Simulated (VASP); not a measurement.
# Ir (P6_3/mmc) in VASP: a series of runs, part 2 of 2

VASP 6.6.1. Earlier steps stand in the parts before.

## 3. Single point, PBEsol, non-collinear spin, zero start, spin-orbit coupling

INCAR

```
PREC = Accurate ; ENCUT = 520
EDIFF = 1E-6 ; ISMEAR = -1
SIGMA = 0.05 ; LREAL = False
LASPH = True ; NELM = 150
ALGO = Normal ; ISIF = 2
LWAVE = False ; LCHARG = False
LNONCOLLINEAR = True ; MAGMOM = 0 0 0 0 0 0
LORBIT = 11 ; LSORBIT = True
GGA_COMPAT = False ; LORBMOM = True
LMAXMIX = 4 ; GGA = PS
NBANDS = 30
```

KPOINTS

```
Automatic mesh
0
Gamma
  8 8 5
```

POSCAR

```
Ir
1.0
    2.7513778946      0.0000000000      0.0000000000
   -1.3756889473      2.3827631521      0.0000000000
    0.0000000000      0.0000000000      4.4622900000
Ir
2
Direct
    0.3333333333      0.6666666667      0.2500000000
    0.6666666667      0.3333333333      0.7500000000
```

Potentials or basis: VASP PAW PBE potentials, release 64 (Ir).

Started as:

```
> cat potpaw_PBE.64/Ir/POTCAR > POTCAR
> mpirun -np 1 vasp_ncl > vasp.out
```

Wall time 2 min (1 thread of Intel Xeon 8259CL, shared host); peak memory 0.22 GiB.

It converged, with:

* Free energy: -20.1683 eV
* Pressure: -9.9 GPa
* Net moment: 0.00 μB per cell
* Valence electrons inside the program's atomic spheres: Ir 8.28

Stress tensor (GPa, compression positive):
```
-9.80  0.00  0.00
 0.00 -9.80  0.00
 0.00  0.00 -9.97
```

Moments on the atoms (μB; x, y, z):
```
Ir  0.00 0.00 0.00
Ir  0.00 0.00 0.00
```

Caveat: the PAW data sets were made with another functional, which shifts forces and pressure a little.

## 4. Single point, LDA

This run uses another cell than the first one, of 13.75 Å³/atom, 0.940 times its volume.

INCAR

```
SYSTEM = Ir
  PREC = Accurate
  ENCUT = 520
  EDIFF = 1E-6
  ISMEAR = -1
  SIGMA = 0.05
  LREAL = .False.
  LASPH = .True.
  NELM = 60
  ALGO = Fast
  ISIF = 2
  LWAVE = .False.
  LCHARG = .False.
  NBANDS = 16
```

KPOINTS

```
regular mesh
0
Gamma
  11 11 6
  0 0 0
```

POSCAR

```
Ir
1.0
    2.6952115654      0.0000000000      0.0000000000
   -1.3476057827      2.3341216842      0.0000000000
    0.0000000000      0.0000000000      4.3711972971
Ir
2
Direct
    0.3333333333      0.6666666667      0.2500000000
    0.6666666667      0.3333333333      0.7500000000
```

Potentials or basis: VASP PAW LDA potentials, release 64 (Ir).

Started as:

```
> cat potpaw_LDA.64/Ir/POTCAR > POTCAR
> mpirun -np 1 vasp_std > vasp.out
```

OUTCAR:

```text
SYSTEM = Ir
   PREC = Accurate
   ENCUT = 520
   EDIFF = 1E-6
   ISMEAR = -1
   LREAL = .False.
   LASPH = .True.
   NELM = 60
   ISIF = 2

 ion  position               nearest neighbor table
   1  0.333  0.667  0.250-   2 2.68   2 2.68   2 2.68   2 2.68   2 2.68   2 2.68
   2  0.667  0.333  0.750-   1 2.68   1 2.68   1 2.68   1 2.68   1 2.68   1 2.68

  LATTYP: Found a hexagonal cell.
 ALAT       =     2.6952115654
 C/A-ratio  =     1.6218382828

  Lattice vectors:

[... 647 lines left out ...]

  FORCE on cell =-STRESS in cart. coord.  units (eV):
  Direction    XX          YY          ZZ          XY          YZ          ZX
  --------------------------------------------------------------------------------------
  -------------------------------------------------------------------------------------
  Total        1.2701440      1.2701440      1.2750379     -0.0000000      0.0000000      0.0000000
  in kB       74.0025689     74.0025689     74.2876989     -0.0000000      0.0000000      0.0000000
  external PRESSURE =      74.0976122 kB  Pullay stress =       0.0000000 kB

 VOLUME and BASIS-vectors are now :
 -----------------------------------------------------------------------------
  energy-cutoff  :      520.00
  volume of cell :       27.50
      direct lattice vectors                 reciprocal lattice vectors
     2.695211565  0.000000000  0.000000000     0.371028387  0.214213339  0.000000000
    -1.347605783  2.334121684  0.000000000     0.000000000  0.428426678  0.000000000
     0.000000000  0.000000000  4.371197297     0.000000000  0.000000000  0.228770273

 POSITION                                       TOTAL-FORCE (eV/Angst)
 -----------------------------------------------------------------------------------
     -0.00000      1.55608      1.09280        -0.000000     -0.000000      0.000000
      1.34761      0.77804      3.27840         0.000000      0.000000      0.000000
 -----------------------------------------------------------------------------------
    total drift:                               -0.000000      0.000000     -0.000000

  FREE ENERGIE OF THE ION-ELECTRON SYSTEM (eV)
  ---------------------------------------------------
  free  energy   TOTEN  =       -20.4678800914 eV

  energy  without entropy=      -20.4445558154  energy(sigma->0) =      -20.45621795
```

It took 16 s on 1 thread of Intel Xeon 6975P-C (Granite Rapids), shared host; peak memory 0.14 GiB.

Results:

```
Free energy            : -20.4679 eV
Pressure               : 7.4 GPa
Band gap on the k mesh : zero (band 9 reaches 11.98 eV, above the bottom of band 10 at 8.57 eV)
```

Caveat: spin-orbit coupling is left out, which moves the levels of the heavy elements.

## 5. Single point, LDA

This run uses another cell than the first one, of 14.04 Å³/atom, 0.960 times its volume.

INCAR

```
SYSTEM = Ir
ALGO = Normal
EDIFF = 1E-6
ENCUT = 520
ISIF = 2
ISMEAR = -1
LASPH = .TRUE.
LCHARG = .TRUE.
LELF = .TRUE.
LREAL = .FALSE.
LVHAR = .TRUE.
LWAVE = .FALSE.
NBANDS = 16
NELM = 60
PREC = Accurate
SIGMA = 0.05
```

KPOINTS

```
k-points
0
G
  11 11 6
  0 0 0
```

POSCAR

```
Ir
1.0
    2.7141925539      0.0000000000      0.0000000000
   -1.3570962769      2.3505597024      0.0000000000
    0.0000000000      0.0000000000      4.4019813909
Ir
2
Direct
    0.3333333333      0.6666666667      0.2500000000
    0.6666666667      0.3333333333      0.7500000000
```

Started as:

```
> cat potpaw_LDA.64/Ir/POTCAR > POTCAR
> mpirun -np 1 vasp_std > vasp.out
```

Run time: 10 s. Hardware: 1 thread of Intel Xeon 6975P-C (Granite Rapids), shared host; peak memory 0.14 GiB.

Results (log left out):

```
Free energy            : -20.4790 eV
Pressure               : -1.3 GPa
Band gap on the k mesh : zero (band 9 reaches 11.55 eV, above the bottom of band 10 at 8.26 eV)
```

Stress tensor (GPa, compression positive):
```
-1.25  0.00  0.00
 0.00 -1.25  0.00
 0.00  0.00 -1.45
```

Levels at points of the mesh, in eV from the Fermi level:
```csv
k point,band 5,band 6,band 7,band 8,band 9,band 10,band 11,band 12,band 13,band 14
"(0.00, 0.00, 0.00)",-3.90,-3.23,-3.23,-2.42,-2.42,-0.78,0.29,0.29,7.18,14.28
"(0.00, 0.00, 0.50)",-4.03,-4.03,-4.03,-4.03,-0.47,-0.47,-0.47,-0.47,13.68,13.68
```

Caveat: spin-orbit coupling is left out, which moves the levels of the heavy elements.

## 6. Single point, PBEsol

This run uses another cell than the first one, of 14.04 Å³/atom, 0.960 times its volume.

INCAR

```
PREC = Accurate
ENCUT = 520
EDIFF = 1E-6
ISMEAR = -1
SIGMA = 0.05
LREAL = F
LASPH = T
NELM = 100
ALGO = Normal
ISIF = 2
LWAVE = F
LCHARG = T
GGA = PS
LELF = T
LVHAR = T
NBANDS = 16
```

KPOINTS

```
Automatic mesh
0
Gamma
  11 11 6
```

POSCAR is that of step 5.

Potentials or basis: VASP PAW PBE potentials, release 64 (Ir).

Started as:

```
> cat potpaw_PBE.64/Ir/POTCAR > POTCAR
> mpirun -np 1 vasp_std > vasp.out
```

It took 11 s on 1 thread of Intel Xeon 6975P-C (Granite Rapids), shared host; peak memory 0.15 GiB.

Results (log left out):

```yaml
Free_energy: -19.4667 eV
Pressure: 3.2 GPa
Band_gap_on_the_k_mesh: zero (band 9 reaches 11.49 eV, above the bottom of band 10 at 8.18 eV)
```

Stress tensor (GPa, compression positive):
```
3.20 0.00 0.00
0.00 3.20 0.00
0.00 0.00 3.11
```

Levels at points of the mesh, in eV from the Fermi level:
```
           k point  band 6  band 7  band 8  band 9  band 10  band 11  band 12  band 13
(0.00, 0.00, 0.00)   -3.23   -3.23   -2.41   -2.41    -0.89     0.29     0.29     7.13
(0.00, 0.00, 0.50)   -4.02   -4.02   -4.02   -0.46    -0.46    -0.46    -0.46    13.63
```

Caveat: the PAW data sets were made with another functional, which shifts forces and pressure a little; spin-orbit coupling is left out, which moves the levels of the heavy elements.

## 7. Overview

| task | level | potentials or basis | spin | cell | k mesh | cutoff (eV) | gap on the mesh (eV) | pressure (GPa) |
| --- | --- | --- | --- | --- | --- | --- | --- | --- |
| relaxation of cell and atoms | RPBE | VASP PAW PBE potentials, release 64 (Ir) | off | relaxed from a = 2.751, b = 2.751, c = 4.462 Å, angles 90.0, 90.0, 120.0°, 2 atoms | 11 × 11 × 6 | 600 | none | 0.0 |
| single point | PBEsol | VASP PAW PBE potentials, release 64 (Ir) | non-collinear, zero start, SOC | a = 2.751, b = 2.751, c = 4.462 Å, angles 90.0, 90.0, 120.0°, 2 atoms | 8 × 8 × 5 | 520 | - | -9.9 |
| single point | LDA | VASP PAW LDA potentials, release 64 (Ir) | off | a = 2.695, b = 2.695, c = 4.371 Å, angles 90.0, 90.0, 120.0°, 2 atoms | 11 × 11 × 6 | 520 | none | 7.4 |
| single point | LDA | VASP PAW LDA potentials, release 64 (Ir) | off | a = 2.714, b = 2.714, c = 4.402 Å, angles 90.0, 90.0, 120.0°, 2 atoms | 11 × 11 × 6 | 520 | none | -1.3 |
| single point | PBEsol | VASP PAW PBE potentials, release 64 (Ir) | off | a = 2.714, b = 2.714, c = 4.402 Å, angles 90.0, 90.0, 120.0°, 2 atoms | 11 × 11 × 6 | 520 | none | 3.2 |

Alike in all rows: smearing fermi-dirac 0.05 eV.

Caveats: spin-orbit coupling is left out, which moves the levels of the heavy elements (some runs); the PAW data sets were made with another functional, which shifts forces and pressure a little (some runs).

Total energies depend on the potentials used, so only differences within one code and one set of settings carry meaning.
